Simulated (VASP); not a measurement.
Set up this calculation in VASP 6.6.1, as the native input.

```yaml
Task: single point
Functional: r2SCAN
Potentials_or_basis: VASP PAW PBE potentials, release 64 (Sn_d, O)
Cutoff: 520 eV
k_mesh: 12 × 12 × 12
Occupations: gaussian, width 0.05 eV
Spin: no spin polarisation
Dipole_correction: no
Further_INCAR_settings: ALGO = Normal; EDIFF = 1e-06; NBANDS = 20
```

Crystal: SnO2.

```xyz
3
Lattice="1.6171 0.9336 4.6086 -1.6171 0.9336 4.6086 0.0000 -1.8673 4.6086" Properties=species:S:1:pos:R:3 pbc="T T T"
Sn    0.0000    0.0000    6.9129
O     0.0000    0.0000    3.2790
O     0.0000    0.0000   10.5467
```

This cell differs from its parent crystal: strain +0.000 along x and y, -0.040 along z.

These files were run (other wordings do the same):

POSCAR

```
SnO2
1.0
    1.6170930752      0.9336291223      4.6085688806
   -1.6170930752      0.9336291223      4.6085688806
    0.0000000000     -1.8672582446      4.6085688806
Sn O
1 2
Direct
    0.5000000000      0.5000000000      0.5000000000
    0.2371700000      0.2371700000      0.2371700000
    0.7628300000      0.7628300000      0.7628300000
```

INCAR.step1

```
PREC = Accurate ; ENCUT = 520
ISMEAR = 0 ; SIGMA = 0.05
LREAL = False ; LASPH = True
NELM = 80 ; NBANDS = 20
GGA = PE ; ALGO = Normal
EDIFF = 1E-4 ; LWAVE = True
LCHARG = False
```

INCAR.step2

```
PREC = Accurate ; ENCUT = 520
EDIFF = 1E-6 ; ISMEAR = 0
SIGMA = 0.05 ; LREAL = False
LASPH = True ; NELM = 80
ALGO = Normal ; ISIF = 2
LWAVE = False ; LCHARG = False
METAGGA = R2SCAN ; LMIXTAU = True
NBANDS = 20 ; ISTART = 1
```

KPOINTS

```
Automatic mesh
0
Gamma
  12 12 12
```

Potentials or basis: VASP PAW PBE potentials, release 64 (Sn_d, O).

Command:

```console
$ cat potpaw_PBE.64/Sn_d/POTCAR potpaw_PBE.64/O/POTCAR > POTCAR
$ cp INCAR.step1 INCAR
$ mpirun -np 1 vasp_std > vasp.out
$ cp INCAR.step2 INCAR
$ mpirun -np 1 vasp_std > vasp.out
```

It gave:

```json
{"Pressure": "-2.8 GPa", "Largest force": "0.007 eV/Å", "Band gap on the k mesh": "2.44 eV (least direct gap 2.55 eV)"}
```

Caveat: the cell differs from its parent crystal (strain +0.000 along x and y, -0.040 along z); the PAW data sets were made with another functional, which shifts forces and pressure a little; spin-orbit coupling is left out, which moves the levels of the heavy elements.

Wall time 9.7 min on 1 thread of Intel(R) Xeon(R) 6975P-C (Granite Rapids), with other jobs on the host, peak memory 0.35 GiB.
